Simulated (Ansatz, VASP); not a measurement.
# Two plane-wave programs on CsLiSi2

```
Cs Li Si
1.0
    -2.53895    2.53895    5.98579
     2.53895   -2.53895    5.98579
     2.53895    2.53895   -5.98579
Cs Li Si
1 1 2
Cartesian
  0.0000 0.0000 0.5061
  0.0000 0.0000 4.0782
  0.0000 0.0000 8.8286
  0.0000 0.0000 6.6946
```

Alike in both runs: functional PBE; k mesh 6 × 6 × 6; occupations gaussian, width 0.1 eV; no spin polarisation.

Ansatz relaxed the structure, and its values are those at the end. VASP's run is a single point on that final structure, the one shown.

|  | VASP | Ansatz |
| --- | --- | --- |
| version | VASP 6.6.1 | Ansatz 0.2.0 |
| potentials or method | VASP PAW PBE potentials, release 64 (Cs_sv, Li_sv, Si), cutoff 520 eV | scalar-relativistic, plane waves, PAW |
| valence electrons in the cell | 20 | 20 |

```tsv
	VASP	Ansatz	Ansatz less VASP
gap on the k mesh at the Fermi level (eV)	0.68	0.69	+0.011
least direct gap on the mesh (eV)	1.07	1.08	+0.005
rms of the force components (eV/Å)	0.006	0.004	-0.0015
```

Spin-orbit coupling is off throughout. Noted on VASP's run: the cutoff is under 1.25 times that of the potentials, so the pressure is a little rough.
